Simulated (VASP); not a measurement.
CdO, 2 atoms in the cell. Symmetry: Fm-3m, No. 225, cubic system. The conventional cell has a = 4.699 Å, b = 4.699 Å, c = 4.699 Å, α = 90.00°, β = 90.00°, γ = 90.00°. Cd (site symmetry m-3m) has 6 O at 2.35 Å within 3.1 Å. Within 3.1 Å of O (site symmetry m-3m) lie 6 Cd at 2.35 Å. 

- Program: VASP 6.6.1
- Task: single point
- Functional: LDA
- Potentials or basis: VASP PAW LDA potentials, release 64 (Cd_sv_GW, O)
- Cutoff: 700 eV
- k mesh: 10 × 10 × 10
- Occupations: fermi-dirac, width 0.05 eV
- Spin: no spin polarisation
- Dipole correction: no
- Further INCAR settings: ALGO = Normal; EDIFF = 1e-06; NBANDS = 20

Potentials or basis: VASP PAW LDA potentials, release 64 (Cd_sv_GW, O).

Run with:

```sh
$ cat potpaw_LDA.64/Cd_sv_GW/POTCAR potpaw_LDA.64/O/POTCAR > POTCAR
$ mpirun -np 1 vasp_std > vasp.out
```

Hardware: 1 thread of AMD EPYC 7R13 Processor (Zen 3), on a shared host.

**Question.** Estimate the wall time of this run.

**Answer.** Run time: 30 s on 1 thread of AMD EPYC 7R13 Processor (Zen 3), on a shared host, peak memory 0.16 GiB. Counts: scf iterations 12, k points 47.
